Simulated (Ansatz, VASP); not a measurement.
# One calculation of WC, two programs

File INCAR:

```
SYSTEM = WC
PREC = Accurate
ENCUT = 520
EDIFF = 1E-6
ISMEAR = -1
SIGMA = 0.05
LREAL = .FALSE.
LASPH = .TRUE.
NELM = 100
ALGO = Normal
ISIF = 2
LWAVE = .FALSE.
LCHARG = .FALSE.
GGA = PE
NBANDS = 16
```

Contents of KPOINTS:

```
Automatic mesh
0
G
  13 13 12
  0 0 0
```

Contents of POSCAR:

```
WC
1.0
    2.9197106146      0.0000000000      0.0000000000
   -1.4598553073      2.5285435639      0.0000000000
    0.0000000000      0.0000000000      2.8477356453
W C
1 1
Direct
    0.0000000000      0.0000000000      0.0000000000
    0.6666666667      0.3333333333      0.5000000000
```

Input for Ansatz:

```yaml
crystal:
  lattice:
    - [2.9197106146, 0.0, 0.0]
    - [-1.4598553073, 2.5285435639, 0.0]
    - [0.0, 0.0, 2.8477356453]
  atoms:
    - { symbol: W, position: [0.0, 0.0, 0.0] }
    - { symbol: C, position: [0.6666666667, 0.3333333333, 0.5] }
kpoints:
  mp_grid: { grid: [13, 13, 12] }
  band_path:
    path:
      - [0.0, 0.0, 0.0]
      - [0.5, 0.0, 0.0]
      - [0.3333333333, 0.3333333333, 0.0]
      - [0.0, 0.0, 0.0]
      - [0.0, 0.0, 0.5]
      - [0.5, 0.0, 0.5]
      - [0.3333333333, 0.3333333333, 0.5]
      - [0.0, 0.0, 0.5]
      - [0.5, 0.0, 0.5]
    npoints: 5
scf:
  occupations: { method: fermi_dirac, width: 0.05 }
hamiltonian:
  xc: pbe
  pseudopotentials: { kind: all_electron, lapw: { basis_error: 0.001 } }
output:
  forces: true
  stress: true
  eigenvalues: true
```

Change from the starting cell: volume scaled by 1.02.

Alike in both runs: task single point; functional PBE; k mesh 13 × 13 × 12; occupations fermi-dirac, width 0.05 eV; no spin polarisation.

|  | VASP | Ansatz |
| --- | --- | --- |
| version | VASP 6.6.1 | Ansatz 0.2.0 |
| potentials or method | VASP PAW PBE potentials, release 64 (W_sv, C), cutoff 520 eV | all-electron LAPW, scalar-relativistic |

```tsv
	VASP	Ansatz	Ansatz less VASP
pressure (GPa)	1.4	0.5	-0.95
traceless stress, the component that is largest in VASP (GPa)	-0.48	-0.68	-0.195
```

Ansatz ran all-electron here, and VASP with PAW potentials.

Spin-orbit coupling is off throughout.
